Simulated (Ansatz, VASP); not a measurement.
## Ge: VASP beside Ansatz

```
CELL_PARAMETERS angstrom
3.95871 0.00000 0.00000
-1.97935 3.42834 0.00000
0.00000 0.00000 6.53155
ATOMIC_POSITIONS crystal
Ge 0.33333 0.66667 0.06286
Ge 0.66667 0.33333 0.56286
Ge 0.33333 0.66667 0.43714
Ge 0.66667 0.33333 0.93714
```

Alike in both runs: task relaxation of cell and atoms; functional LDA; k mesh 12 × 12 × 8; occupations gaussian, width 0.1 eV; no spin polarisation.

|  | VASP | Ansatz |
| --- | --- | --- |
| version | VASP 6.6.1 | Ansatz 0.2.0 |
| potentials or method | VASP PAW LDA potentials, release 64 (Ge_d), cutoff 600 eV | scalar-relativistic, plane waves, PAW |
| valence electrons in the cell | 56 | 56 |

```csv
,VASP,Ansatz,Ansatz less VASP
"gap on the k mesh at the Fermi level, each at its own relaxed structure (eV)",none,none,-
relaxed volume (Å³/atom),22.24,22.16,-0.077
relaxed cell length with the largest relative difference (Å),6.540,6.532,-0.0082
```

LDA's correlation is that of Perdew and Zunger in VASP and of Perdew and Wang (1992) in Ansatz. A gap of «none» marks a metal or a gap that the smearing closes.
